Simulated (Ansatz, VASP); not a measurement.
One calculation of SnO2, two programs

```
Sn O
1.0
     4.80763    0.00000    0.00000
     0.00000    4.80763    0.00000
     0.00000    0.00000    3.23185
Sn O
2 4
Cartesian
  0.0000 0.0000 0.0000
  2.4038 2.4038 1.6159
  1.4706 1.4706 0.0000
  0.9333 3.8744 1.6159
  3.3371 3.3371 0.0000
  3.8744 0.9333 1.6159
```

Alike in both runs: task single point; functional r2SCAN; k mesh 4 × 4 × 6; no spin polarisation.

```csv
,VASP,Ansatz
version,VASP 6.6.1,Ansatz 0.2.0
potentials or method,"VASP PAW PBE potentials, release 64 (Sn_d, O)","plane waves, PAW"
plane-wave cutoff (eV),520,500
occupations,"gaussian, width 0.01 eV",fixed
valence electrons in the cell,52,52
```

|  | VASP | Ansatz | Ansatz less VASP |
| --- | --- | --- | --- |
| gap on the k mesh at the Fermi level (eV) | 1.44 | 1.42 | -0.022 |
| pressure (GPa) | -5.0 | -6.0 | -0.97 |
| traceless stress, the component that is largest in VASP (GPa) | -0.78 | -1.07 | -0.294 |
| rms of the force components (eV/Å) | 0.037 | 0.049 | +0.0122 |

VASP's potentials were made for PBE, not for r2SCAN. Atom by atom the forces differ by 0.012 eV/Å (rms over components).
